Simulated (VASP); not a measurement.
# Si (Fd-3m) in VASP: notebook

Runs on Si. Level: LDA. Tasks: single point.

All numbers are computed with VASP 6.6.1; they aren't measurements. Logs are shortened: lines on timing, memory, paths and dates and some standing lists are left out, and cuts for length are marked.

### 1 The cell of the first run

It takes space group Fd-3m (No. 227, cubic). The conventional cell has a = 5.402 Å, b = 5.402 Å, c = 5.402 Å, α = 90.00°, β = 90.00°, γ = 90.00°. Within 3.1 Å of Si (site symmetry -43m) lie 4 Si at 2.34 Å.

### 2 Single point, LDA

Input file INCAR:

```
SYSTEM = Si
ALGO = Normal
EDIFF = 1E-6
ENCUT = 500
GGA = CA
GGA_COMPAT = .FALSE.
ISIF = 2
ISMEAR = -1
LASPH = .TRUE.
LCHARG = .FALSE.
LREAL = .FALSE.
LWAVE = .FALSE.
NBANDS = 11
NELM = 120
PREC = Accurate
SIGMA = 0.08
```

Input file KPOINTS:

```
k-points
0
G
  12 12 12
  0 0 0
```

Input file POSCAR:

```
Si
1.0
    0.0000000000      2.7009353304      2.7009353304
    2.7009353304      0.0000000000      2.7009353304
    2.7009353304      2.7009353304      0.0000000000
Si
2
Direct
   -0.1250000000     -0.1250000000     -0.1250000000
    0.1250000000      0.1250000000      0.1250000000
```

Potentials or basis: VASP PAW LDA potentials, release 64 (Si).

Started as:

```console
cat potpaw_LDA.64/Si/POTCAR > POTCAR
mpirun -np 1 vasp_std > vasp.out
```

OUTCAR:

```text
SYSTEM = Si
   EDIFF = 1E-6
   ENCUT = 500
   GGA = CA
   ISIF = 2
   ISMEAR = -1
   LASPH = .TRUE.
   LREAL = .FALSE.
   NELM = 120
   PREC = Accurate

 ion  position               nearest neighbor table
   1  0.875  0.875  0.875-   2 2.34   2 2.34   2 2.34   2 2.34
   2  0.125  0.125  0.125-   1 2.34   1 2.34   1 2.34   1 2.34

  LATTYP: Found a face centered cubic cell.
 ALAT       =     5.4018706608

  Lattice vectors:

 A1 = (   0.0000000000,   2.7009353304,   2.7009353304)
 A2 = (   2.7009353304,   0.0000000000,   2.7009353304)
 A3 = (   2.7009353304,   2.7009353304,   0.0000000000)

Analysis of symmetry for initial positions (statically):
=====================================================================
 Subroutine PRICEL returns:
 Original cell was already a primitive cell.

 Routine SETGRP: Setting up the symmetry group for a
 face centered cubic supercell.

 Subroutine GETGRP returns: Found 48 space group operations
 (whereof 12 operations were pure point group operations)
 out of a pool of 48 trial point group operations.

The static configuration has the point symmetry D_3d.
 The point group associated with its full space group is O_h .

Analysis of symmetry for dynamics (positions and initial velocities):
=====================================================================
 Subroutine PRICEL returns:
 Original cell was already a primitive cell.

 Routine SETGRP: Setting up the symmetry group for a
 face centered cubic supercell.

 Subroutine GETGRP returns: Found 48 space group operations
 (whereof 12 operations were pure point group operations)
 out of a pool of 48 trial point group operations.

The dynamic configuration has the point symmetry D_3d.
 The point group associated with its full space group is O_h .

 Subroutine INISYM returns: Found 48 space group operations
 (whereof 12 operations are pure point group operations),
 and found     1 'primitive' translations

----------------------------------------------------------------------------------------

                                     Primitive cell

  volume of cell :      39.4069

  direct lattice vectors                    reciprocal lattice vectors
     0.000000000  2.700935330  2.700935330    -0.185121056  0.185121056  0.185121056
     2.700935330  0.000000000  2.700935330     0.185121056 -0.185121056  0.185121056
     2.700935330  2.700935330  0.000000000     0.185121056  0.185121056 -0.185121056

  length of vectors
     3.819699375  3.819699375  3.819699375     0.320639074  0.320639074  0.320639074

[... 89 lines left out ...]
   TEBEG  =    0.0;   TEEND  =   0.0 temperature during run
   PSTRESS=    0.0 pullay stress
   NELECT =       8.0000    total number of electrons
   NUPDOWN=      -1.0000    fix difference up-down
   EMIN   =  10.00;   EMAX   =-10.00  energy-range for DOS
   EFERMI =   0.00;   METHOD = LEGACY
   ISMEAR =    -1;   SIGMA  =   0.08  broadening in eV -4-tet -1-fermi 0-gaus
   EFERMI_NEDOS =   21; number of points for ismear=-14 and -15
   IALGO  =     38    algorithm
   IMIX   =      4    mixing-type and parameters
     AMIX     =   0.40;   BMIX     =  1.00
     AMIX_MAG =   1.60;   BMIX_MAG =  1.00
  volume/ion in A,a.u.               =      19.70       132.97
  Fermi-wavevector in a.u.,A,eV,Ry     =   0.962160  1.818219 12.595619  0.925752
  Thomas-Fermi vector in A             =   2.091595
   LORBIT       =      0    0 simple, 1 ext, 2 COOP (PROOUT), +10 PAW based schemes
   GGA     = CA    functional components
   LHFCALC =     F    Hartree Fock is set to
   AEXX    =    0.0000 exact exchange contribution
   IVDW    =     0    specifies the selected vdW correction
   LEPSILON=     F    determine dielectric tensor
   LRPA    =     F    only Hartree local field effects (RPA)
 non-spin polarized calculation
  energy-cutoff  :      500.00
  volume of cell :       39.41
 maximum number of plane-waves:      1018
   NGX = 13   NGY = 13   NGZ = 13

 number of electron       8.0000001 magnetization

 Free energy of the ion-electron system (eV)
  ---------------------------------------------------
  ext. energy  EPLUGINS =         0.00000000
  ---------------------------------------------------
  free energy    TOTEN  =       -11.91981117 eV

  energy without entropy =      -11.91927392  energy(sigma->0) =      -11.91954255

 E-fermi :   6.1473     XC(G=0):  -9.6660

 val. band max:        5.9332418769   @ k =   0.0000   0.0000   0.0000
 cond. band min:       6.3754487832   @ k =   0.4167   0.4167   0.0000
 fundamental gap:      0.4422069063
 Fermi energy:         6.1473301621

 k-point     1 :       0.0000    0.0000    0.0000
  band No.  band energies     occupation
      1      -6.1335      2.00000
      2       5.9332      1.87120
      3       5.9332      1.87120
      4       5.9332      1.87120
      5       8.4644      0.00000
      6       8.4644      0.00000
      7       8.4644      0.00000
      8       9.3260      0.00000
      9      13.6695      0.00000
     10      13.6695      0.00000
     11      13.6793      0.00000
[... 309 lines left out ...]
 k-point    24 :      -0.4167    0.1667    0.0000
  band No.  band energies     occupation
      1      -3.4790      2.00000
      2      -0.9115      2.00000
      3       2.8879      2.00000
      4       4.3206      2.00000
      5       8.0419      0.00000
      6       9.9524      0.00000
      7      10.2907      0.00000
      8      13.8672      0.00000
      9      14.4246      0.00000
     10      14.7076      0.00000
     11      17.0307      0.00000

 [... further k-points ...]

------------------------ aborting loop because EDIFF is reached ----------------------------------------

  FORCE on cell =-STRESS in cart. coord.  units (eV):
  Direction    XX          YY          ZZ          XY          YZ          ZX
  --------------------------------------------------------------------------------------
  -------------------------------------------------------------------------------------
  Total        0.0113791      0.0113791      0.0113791      0.0000000     -0.0000000     -0.0000000
  in kB        0.4626433      0.4626433      0.4626433      0.0000000     -0.0000000     -0.0000000
  external PRESSURE =       0.4626433 kB  Pullay stress =       0.0000000 kB

 VOLUME and BASIS-vectors are now :
 -----------------------------------------------------------------------------
  energy-cutoff  :      500.00
  volume of cell :       39.41
      direct lattice vectors                 reciprocal lattice vectors
     0.000000000  2.700935330  2.700935330    -0.185121056  0.185121056  0.185121056
     2.700935330  0.000000000  2.700935330     0.185121056 -0.185121056  0.185121056
     2.700935330  2.700935330  0.000000000     0.185121056  0.185121056 -0.185121056

 POSITION                                       TOTAL-FORCE (eV/Angst)
 -----------------------------------------------------------------------------------
      4.72664      4.72664      4.72664         0.000000      0.000000      0.000000
      0.67523      0.67523      0.67523        -0.000000     -0.000000     -0.000000
 -----------------------------------------------------------------------------------
    total drift:                               -0.000000     -0.000000     -0.000000

  FREE ENERGIE OF THE ION-ELECTRON SYSTEM (eV)
  ---------------------------------------------------
  free  energy   TOTEN  =       -11.9198111747 eV

  energy  without entropy=      -11.9192739160  energy(sigma->0) =      -11.91954255
```

stdout:

```text
POSCAR found type information on POSCAR Si
 POSCAR found :  1 types and       2 ions
 scaLAPACK will be used
 LDA part: xc-table for (Slater(with rela. corr.)+CA(PZ))
 , standard interpolation
 POSCAR, INCAR and KPOINTS ok, starting setup
 FFT: planning ... GRIDC
 FFT: planning ... GRID_SOFT
 FFT: planning ... GRID
 WAVECAR not read
 entering main loop
```

Run time: 13 s. Hardware: 1 thread of AMD EPYC 9R45 (Zen 5), shared host; peak memory 0.11 GiB.

Results:

```yaml
Free_energy: -11.9198 eV
Pressure: 0.0 GPa
Band_gap_on_the_k_mesh: 0.44 eV (least direct gap 2.53 eV)
```

### 3 Single point, LDA

Input file INCAR:

```
ALGO = Normal
EDIFF = 1E-6
ENCUT = 500
GGA_COMPAT = False
ISIF = 2
ISMEAR = 1
LASPH = True
LCHARG = False
LREAL = False
LWAVE = False
NBANDS = 11
NELM = 120
PREC = Accurate
SIGMA = 0.05
```

Input file KPOINTS:

```
k-points
0
Gamma
  12 12 12
```

POSCAR is that of step 2.

Potentials or basis: VASP PAW LDA potentials, release 64 (Si).

Started as:

```console
cat potpaw_LDA.64/Si/POTCAR > POTCAR
mpirun -np 1 vasp_std > vasp.out
```

Run time: 13 s. Hardware: 1 thread of AMD EPYC 9R45 (Zen 5), shared host; peak memory 0.11 GiB.

Results (log left out):

* Free energy: -11.9197 eV
* Pressure: 0.1 GPa
* Band gap on the k mesh: 0.44 eV (least direct gap 2.53 eV)

Levels at points of the mesh, in eV from the valence-band top:
| k point | band 1 | band 2 | band 3 | band 4 | band 5 | band 6 | band 7 | band 8 | band 9 |
| --- | --- | --- | --- | --- | --- | --- | --- | --- | --- |
| (0.00, 0.00, 0.00) | -12.07 | 0.00 | 0.00 | 0.00 | 2.53 | 2.53 | 2.53 | 3.39 | 7.74 |
| (0.50, 0.00, 0.00) | -9.69 | -7.07 | -1.21 | -1.21 | 1.49 | 3.29 | 3.29 | 7.54 | 10.56 |
| (0.50, 0.50, 0.00) | -7.87 | -7.87 | -2.89 | -2.89 | 0.57 | 0.57 | 10.11 | 10.11 | 10.97 |

A k mesh can miss the band edges.

### 4 Single point, LDA

Input file INCAR:

```
PREC = Accurate ; ENCUT = 500
EDIFF = 1E-6 ; ISMEAR = -1
SIGMA = 0.08 ; LREAL = False
LASPH = True ; NELM = 120
ALGO = Normal ; ISIF = 2
LWAVE = False ; LCHARG = False
NBANDS = 11 ; GGA_COMPAT = False
```

Input file KPOINTS:

```
Automatic mesh
0
Gamma
  12 12 12
```

POSCAR is that of step 3.

Potentials or basis: VASP PAW LDA potentials, release 64 (Si).

Started as:

```console
cat potpaw_LDA.64/Si/POTCAR > POTCAR
mpirun -np 1 vasp_std > vasp.out
```

OUTCAR:

```text
PREC = Accurate
   ENCUT = 500
   EDIFF = 1E-6
   ISMEAR = -1
   LREAL = False
   LASPH = True
   NELM = 120
   ISIF = 2

 ion  position               nearest neighbor table
   1  0.875  0.875  0.875-   2 2.34   2 2.34   2 2.34   2 2.34
   2  0.125  0.125  0.125-   1 2.34   1 2.34   1 2.34   1 2.34

  LATTYP: Found a face centered cubic cell.
 ALAT       =     5.4018706608

  Lattice vectors:

 A1 = (   0.0000000000,   2.7009353304,   2.7009353304)
 A2 = (   2.7009353304,   0.0000000000,   2.7009353304)
 A3 = (   2.7009353304,   2.7009353304,   0.0000000000)

Analysis of symmetry for initial positions (statically):
=====================================================================
 Subroutine PRICEL returns:
 Original cell was already a primitive cell.

 Routine SETGRP: Setting up the symmetry group for a
 face centered cubic supercell.

 Subroutine GETGRP returns: Found 48 space group operations
 (whereof 12 operations were pure point group operations)
 out of a pool of 48 trial point group operations.

The static configuration has the point symmetry D_3d.
 The point group associated with its full space group is O_h .

Analysis of symmetry for dynamics (positions and initial velocities):
=====================================================================
 Subroutine PRICEL returns:
 Original cell was already a primitive cell.

 Routine SETGRP: Setting up the symmetry group for a
 face centered cubic supercell.

 Subroutine GETGRP returns: Found 48 space group operations
 (whereof 12 operations were pure point group operations)
 out of a pool of 48 trial point group operations.

The dynamic configuration has the point symmetry D_3d.
 The point group associated with its full space group is O_h .

 Subroutine INISYM returns: Found 48 space group operations
 (whereof 12 operations are pure point group operations),
 and found     1 'primitive' translations

----------------------------------------------------------------------------------------

[... 118 lines left out ...]
   LHFCALC =     F    Hartree Fock is set to
   AEXX    =    0.0000 exact exchange contribution
   IVDW    =     0    specifies the selected vdW correction
   LEPSILON=     F    determine dielectric tensor
   LRPA    =     F    only Hartree local field effects (RPA)
 non-spin polarized calculation
  energy-cutoff  :      500.00
  volume of cell :       39.41
 maximum number of plane-waves:      1018
   NGX = 13   NGY = 13   NGZ = 13

 number of electron       8.0000001 magnetization

 Free energy of the ion-electron system (eV)
  ---------------------------------------------------
  ext. energy  EPLUGINS =         0.00000000
  ---------------------------------------------------
  free energy    TOTEN  =       -11.91981117 eV

  energy without entropy =      -11.91927392  energy(sigma->0) =      -11.91954255

 E-fermi :   6.1473     XC(G=0):  -9.6660

 val. band max:        5.9332418769   @ k =   0.0000   0.0000   0.0000
 cond. band min:       6.3754487832   @ k =   0.4167   0.4167   0.0000
 fundamental gap:      0.4422069063
 Fermi energy:         6.1473301621

 k-point     1 :       0.0000    0.0000    0.0000
  band No.  band energies     occupation
      1      -6.1335      2.00000
      2       5.9332      1.87120
      3       5.9332      1.87120
      4       5.9332      1.87120
      5       8.4644      0.00000
      6       8.4644      0.00000
      7       8.4644      0.00000
      8       9.3260      0.00000
      9      13.6695      0.00000
     10      13.6695      0.00000
     11      13.6793      0.00000
[... 309 lines left out ...]
 k-point    24 :      -0.4167    0.1667    0.0000
  band No.  band energies     occupation
      1      -3.4790      2.00000
      2      -0.9115      2.00000
      3       2.8879      2.00000
      4       4.3206      2.00000
      5       8.0419      0.00000
      6       9.9524      0.00000
      7      10.2907      0.00000
      8      13.8672      0.00000
      9      14.4246      0.00000
     10      14.7076      0.00000
     11      17.0307      0.00000

 [... further k-points ...]

------------------------ aborting loop because EDIFF is reached ----------------------------------------

  FORCE on cell =-STRESS in cart. coord.  units (eV):
  Direction    XX          YY          ZZ          XY          YZ          ZX
  --------------------------------------------------------------------------------------
  -------------------------------------------------------------------------------------
  Total        0.0113791      0.0113791      0.0113791      0.0000000     -0.0000000     -0.0000000
  in kB        0.4626433      0.4626433      0.4626433      0.0000000     -0.0000000     -0.0000000
  external PRESSURE =       0.4626433 kB  Pullay stress =       0.0000000 kB

 VOLUME and BASIS-vectors are now :
 -----------------------------------------------------------------------------
  energy-cutoff  :      500.00
  volume of cell :       39.41
      direct lattice vectors                 reciprocal lattice vectors
     0.000000000  2.700935330  2.700935330    -0.185121056  0.185121056  0.185121056
     2.700935330  0.000000000  2.700935330     0.185121056 -0.185121056  0.185121056
     2.700935330  2.700935330  0.000000000     0.185121056  0.185121056 -0.185121056

 POSITION                                       TOTAL-FORCE (eV/Angst)
 -----------------------------------------------------------------------------------
      4.72664      4.72664      4.72664         0.000000      0.000000      0.000000
      0.67523      0.67523      0.67523        -0.000000     -0.000000     -0.000000
 -----------------------------------------------------------------------------------
    total drift:                               -0.000000     -0.000000     -0.000000

  FREE ENERGIE OF THE ION-ELECTRON SYSTEM (eV)
  ---------------------------------------------------
  free  energy   TOTEN  =       -11.9198111747 eV

  energy  without entropy=      -11.9192739160  energy(sigma->0) =      -11.91954255
```

OSZICAR:

```text
N       E                     dE             d eps       ncg     rms          rms(c)
DAV:   1     0.382407573137E+01    0.38241E+01   -0.31260E+03  1584   0.569E+02
DAV:   2    -0.117727201388E+02   -0.15597E+02   -0.15086E+02  2089   0.797E+01
DAV:   3    -0.121880100183E+02   -0.41529E+00   -0.41442E+00  2070   0.116E+01
DAV:   4    -0.121912196721E+02   -0.32097E-02   -0.32092E-02  1904   0.126E+00
DAV:   5    -0.121912518143E+02   -0.32142E-04   -0.32142E-04  2040   0.117E-01    0.511E+00
DAV:   6    -0.120040301521E+02    0.18722E+00   -0.10926E-01  1807   0.131E+00    0.306E+00
DAV:   7    -0.119196662034E+02    0.84364E-01   -0.19263E-01  1834   0.179E+00    0.244E-01
DAV:   8    -0.119198366424E+02   -0.17044E-03   -0.81661E-03  1815   0.492E-01    0.835E-02
DAV:   9    -0.119198060122E+02    0.30630E-04   -0.23117E-04  1935   0.806E-02    0.637E-02
DAV:  10    -0.119198113273E+02   -0.53151E-05   -0.16941E-05  1889   0.241E-02    0.290E-02
DAV:  11    -0.119198111747E+02    0.15267E-06   -0.97143E-07  1263   0.529E-03
   1 F= -.11919811E+02 E0= -.11919543E+02  d E =-.537259E-03
```

stdout:

```text
POSCAR found type information on POSCAR Si
 POSCAR found :  1 types and       2 ions
 scaLAPACK will be used
 LDA part: xc-table for (Slater(with rela. corr.)+CA(PZ))
 , standard interpolation
 POSCAR, INCAR and KPOINTS ok, starting setup
 FFT: planning ... GRIDC
 FFT: planning ... GRID_SOFT
 FFT: planning ... GRID
 WAVECAR not read
 entering main loop
```

Run time: 12 s. Hardware: 1 thread of AMD EPYC 9R45 (Zen 5), shared host; peak memory 0.11 GiB.

What came out:

```
Free energy            : -11.9198 eV
Pressure               : 0.0 GPa
Band gap on the k mesh : 0.44 eV (least direct gap 2.53 eV)
```

A k mesh can miss the band edges.
